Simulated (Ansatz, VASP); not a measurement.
**Sn4Se3: VASP beside Ansatz**

```
Sn Se
1.0
     3.48603    2.01266    4.70149
    -3.48603    2.01266    4.70149
     0.00000   -4.02532    4.70149
Sn Se
4 3
Cartesian
  0.0000 -2.0127 2.3507
  1.7430 1.0063 2.3507
  -1.7430 1.0063 2.3507
  0.0000 0.0000 7.0522
  0.0000 0.0000 0.0000
  0.0000 0.0000 9.7352
  0.0000 0.0000 4.3693
```

Alike in both runs: functional PBE; k mesh 3 × 3 × 3; occupations gaussian, width 0.2 eV; no spin polarisation.

Ansatz relaxed the structure, and its values are those at the end. VASP's run is a single point on that final structure, the one shown.

|  | VASP | Ansatz |
| --- | --- | --- |
| version | VASP 6.6.1 | Ansatz 0.2.0 |
| potentials or method | VASP PAW PBE potentials, release 64 (Sn_d, Se), cutoff 500 eV | scalar-relativistic, plane waves, PAW |
| valence electrons in the cell | 74 | 104 |

Ansatz gave:

| Quantity | Value |
| --- | --- |
| gap on the k mesh at the Fermi level (eV) | none |
| pressure (GPa) | 0.6 |
| rms of the force components (eV/Å) | 0.011 |

Q: Which values does VASP return?

A: gap on the k mesh at the Fermi level (eV): none; pressure (GPa): 0.6; rms of the force components (eV/Å): 0.012.

A gap of «none» marks a metal or a gap that the smearing closes. VASP's potentials hold 74 valence electrons a cell and Ansatz's 104, so a difference there can come from the potentials and not from the codes.

The k mesh is coarse, so the values compare programs but aren't converged.
